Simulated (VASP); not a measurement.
Input of a VASP 6.6.1 run:

File POSCAR:

```
Ru
1.0
    4.2397810094      0.0000000000      0.0000000000
   -2.1198905047      3.6717580606      0.0000000000
    0.0000000000      0.0000000000      2.6651711798
Ru
3
Direct
    0.0000000000      0.0000000000      0.0000000000
    0.3333333333      0.6666666667      0.5000000000
    0.6666666667      0.3333333333      0.5000000000
```

File INCAR.step1:

```
SYSTEM = Ru
PREC = Accurate ; ENCUT = 520
ISMEAR = -1 ; SIGMA = 0.1
LREAL = .False. ; LASPH = .True.
NELM = 80 ; NBANDS = 28
GGA = PE ; ALGO = Normal
EDIFF = 1E-4 ; LWAVE = .True.
LCHARG = .False.
```

The input INCAR.step2:

```
SYSTEM = Ru
PREC = Accurate ; ENCUT = 520
EDIFF = 1E-7 ; ISMEAR = -1
SIGMA = 0.1 ; LREAL = .False.
LASPH = .True. ; NELM = 80
ALGO = Normal ; ISIF = 2
LWAVE = .False. ; LCHARG = .False.
METAGGA = R2SCAN ; LMIXTAU = .True.
NBANDS = 28 ; ISTART = 1
```

Contents of KPOINTS:

```
regular mesh
0
Gamma
  10 10 13
  0 0 0
```

Potentials or basis: VASP PAW PBE potentials, release 64 (Ru_pv).

The run is started by

```bash
$ cat potpaw_PBE.64/Ru_pv/POTCAR > POTCAR
$ cp INCAR.step1 INCAR
$ mpirun -np 1 vasp_std > vasp.out
$ cp INCAR.step2 INCAR
$ mpirun -np 1 vasp_std > vasp.out
```

**Question.** What does it give for the pressure?

**Answer.** 1.5 GPa.

**Question.** Estimate the band gap on the k mesh.

**Answer.** Zero (bands 21 and 22 overlap by 2.47 eV).

Stress tensor (GPa, compression positive):
```
1.36 0.00 0.00
0.00 1.36 0.00
0.00 0.00 1.70
```

Caveat: the PAW data sets were made with another functional, which shifts forces and pressure a little.
